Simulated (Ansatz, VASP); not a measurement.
**One calculation of Hf4Ge2W, two programs**

```xyz
14
Lattice="3.4586 0.0000 0.0000 0.0000 3.4586 0.0000 0.0000 0.0000 22.2358" Properties=species:S:1:pos:R:3 pbc="T T T"
Hf    1.7293    0.0000   19.9156
Hf    0.0000    1.7293    2.3201
Hf    1.7293    0.0000   16.8878
Hf    0.0000    1.7293   15.0627
Hf    0.0000    1.7293    5.3480
Hf    1.7293    0.0000    7.1731
Hf    0.0000    1.7293   12.0201
Hf    1.7293    0.0000   10.2157
Ge    0.0000    1.7293   18.4345
Ge    1.7293    0.0000    3.8013
Ge    1.7293    0.0000   13.5382
Ge    0.0000    1.7293    8.6976
W     0.0000    1.7293   21.5028
W     1.7293    0.0000    0.7329
```

Alike in both runs: functional PBE; k mesh 5 × 5 × 1; occupations gaussian, width 0.2 eV; no spin polarisation.

Ansatz relaxed the structure, and its values are those at the end. VASP's run is a single point on that final structure, the one shown.

```csv
,VASP,Ansatz
version,VASP 6.6.1,Ansatz 0.2.0
potentials or method,"VASP PAW PBE potentials, release 64 (Hf_pv, Ge_d, W_sv), cutoff 520 eV","scalar-relativistic, plane waves, PAW"
valence electrons in the cell,164,292
```

```csv
,VASP,Ansatz,Ansatz less VASP
gap on the k mesh at the Fermi level (eV),none,none,-
pressure (GPa),-0.3,0.0,+0.32
rms of the force components (eV/Å),0.007,0.004,-0.0038
```

A gap of «none» marks a metal or a gap that the smearing closes. With one functional, cell and mesh, what is left measures potentials, basis and numerics. VASP's potentials hold 164 valence electrons a cell and Ansatz's 292, so a difference there can come from the potentials and not from the codes.

The k mesh is coarse, so the values compare programs but aren't converged. Neither program's run includes spin-orbit coupling.
